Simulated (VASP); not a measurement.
Set up this calculation in VASP 6.6.1, as the native input.

* Task: single point
* Functional: PBE
* Potentials or basis: VASP PAW PBE potentials, release 64 (C, Si)
* Cutoff: 520 eV
* k mesh: 6 × 6 × 6
* Occupations: gaussian, width 0.05 eV
* Spin: no spin polarisation
* Dipole correction: no
* Further INCAR settings: ALGO = Normal; EDIFF = 1e-07; NBANDS = 11

The structure of SiC lies in POSCAR:

```
SiC
1.0
    0.0000000000      2.4699044516      2.4699044516
    2.4699044516      0.0000000000      2.4699044516
    2.4699044516      2.4699044516      0.0000000000
C Si
1 1
Direct
    0.0000000000      0.0000000000      0.0000000000
    0.2500000000      0.2500000000      0.2500000000
```

One way to write it, as run:

INCAR

```
SYSTEM = SiC
PREC = Accurate
ENCUT = 520
EDIFF = 1E-7
ISMEAR = 0
SIGMA = 0.05
LREAL = .False.
LASPH = .True.
NELM = 80
ALGO = Normal
ISIF = 2
LWAVE = .False.
LCHARG = .False.
GGA = PE
NBANDS = 11
```

KPOINTS

```
Automatic mesh
0
Gamma
  6 6 6
  0 0 0
```

Potentials or basis: VASP PAW PBE potentials, release 64 (C, Si).

The run is started by

```bash
$ cat potpaw_PBE.64/C/POTCAR potpaw_PBE.64/Si/POTCAR > POTCAR
$ mpirun -np 1 vasp_std > vasp.out
```

It gave:

| Property | Result |
| --- | --- |
| Pressure | -36.3 GPa |
| Band gap on the k mesh | 1.58 eV, indirect (least direct gap 2.04 eV) |

Wall time 9.2 s on 1 thread of AMD EPYC 7R43 64-Core Processor (Zen 3), on a shared host, peak memory 0.11 GiB.
